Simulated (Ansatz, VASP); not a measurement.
## One calculation of Au, two programs

```
Au
1.0
     0.00000    2.04550    2.01482
     2.04550    0.00000    2.01482
     2.04550    2.04550    0.00000
Au
1
Direct
  0.00000 0.00000 0.00000
```

Change from the starting cell: strain +0.000 along x and y, -0.015 along z, atoms carried along.

Alike in both runs: task single point; functional PBEsol; k mesh 20 × 20 × 20; occupations gaussian, width 0.15 eV; no spin polarisation.

|  | VASP | Ansatz |
| --- | --- | --- |
| version | VASP 6.6.1 | Ansatz 0.2.0 |
| potentials or method | VASP PAW PBE potentials, release 64 (Au), cutoff 520 eV | scalar-relativistic, plane waves, PAW |
| valence electrons in the cell | 11 | 19 |

```tsv
	VASP	Ansatz	Ansatz less VASP
gap on the k mesh at the Fermi level (eV)	none	none	-
pressure (GPa)	1.5	1.7	+0.23
traceless stress, the component that is largest in VASP (GPa)	0.33	0.33	-0.002
```

VASP's potentials were made for PBE, not for PBEsol. A gap of «none» marks a metal or a gap that the smearing closes. VASP's potentials hold 11 valence electrons a cell and Ansatz's 19, so a difference there can come from the potentials and not from the codes.

Spin-orbit coupling is off throughout.
